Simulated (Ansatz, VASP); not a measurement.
## SrMn2: VASP beside Ansatz

The input INCAR:

```
PREC = Accurate ; ENCUT = 600
EDIFF = 1E-7 ; ISMEAR = 0
SIGMA = 0.1 ; LREAL = False
LASPH = True ; NELM = 150
ALGO = Fast ; ISIF = 3
LWAVE = False ; LCHARG = False
ISPIN = 2 ; MAGMOM = 0 3.53 3.53
LORBIT = 11 ; LMAXMIX = 4
GGA = PE ; IBRION = 2
NSW = 90 ; EDIFFG = -0.04
```

File KPOINTS:

```
Automatic mesh
0
Gamma
  6 6 6
```

POSCAR

```
SrMn2
1.0
    0.0000000000      3.0616986226      3.0616986226
    3.0616986226      0.0000000000      3.0616986226
    3.0616986226      3.0616986226      0.0000000000
Sr Mn
1 2
Direct
    0.0000000000      0.0000000000      0.0000000000
    0.2500000000      0.2500000000      0.2500000000
    0.7500000000      0.7500000000      0.7500000000
```

Input for Ansatz:

```yaml
crystal:
  lattice:
    - [0.0, 3.0616986226, 3.0616986226]
    - [3.0616986226, 0.0, 3.0616986226]
    - [3.0616986226, 3.0616986226, 0.0]
  atoms:
    - { symbol: Sr, position: [0.0, 0.0, 0.0] }
    - { symbol: Mn, position: [0.25, 0.25, 0.25], spin: 3.53 }
    - { symbol: Mn, position: [0.75, 0.75, 0.75], spin: 3.53 }
basis:
  ecutwfc: 420
kpoints:
  mp_grid: { grid: [6, 6, 6] }
hamiltonian:
  xc: pbe
scf:
  occupations: { method: gaussian, width: 0.1 }
  lower_state_search: "off"
output:
  forces: true
  stress: true
  eigenvalues: true
  populations: true
magnetization:
  spin_polarized: true
relax:
  adjacent_minimum: "off"
  f_tol: 0.04
  max_steps: 70
  cell: { stress_tol: 0.4 }
```

Alike in both runs: task relaxation of cell and atoms; functional PBE; k mesh 6 × 6 × 6; occupations gaussian, width 0.1 eV; collinear spin.

|  | VASP | Ansatz |
| --- | --- | --- |
| version | VASP 6.6.1 | Ansatz 0.2.0 |
| potentials or method | VASP PAW PBE potentials, release 64 (Sr_sv, Mn_pv), cutoff 600 eV | scalar-relativistic, plane waves, PAW |
| valence electrons in the cell | 36 | 40 |

Ansatz gave:

* gap on the k mesh at the Fermi level, each at its own relaxed structure (eV): none
* net moment per atom (μB): 2.80
* size of the moment on the site where the two differ most (μB): 4.21
* relaxed volume (Å³/atom): 32.08
* relaxed length of the cell vector where the two differ most in proportion (Å): 5.144

Q: What did VASP give for the same quantities?

A: gap on the k mesh at the Fermi level, each at its own relaxed structure (eV): none; net moment per atom (μB): 2.80; size of the moment on the site where the two differ most (μB): 4.03; relaxed volume (Å³/atom): 31.42; relaxed length of the cell vector where the two differ most in proportion (Å): 5.109.

Site moments also hang on the region over which each program counts them. A gap of «none» marks a metal or a gap that the smearing closes. VASP's potentials hold 36 valence electrons a cell and Ansatz's 40, so a difference there can come from the potentials and not from the codes.

Noted on VASP's run: the volume moved by over 15 % at a fixed basis, so the end points are rough.
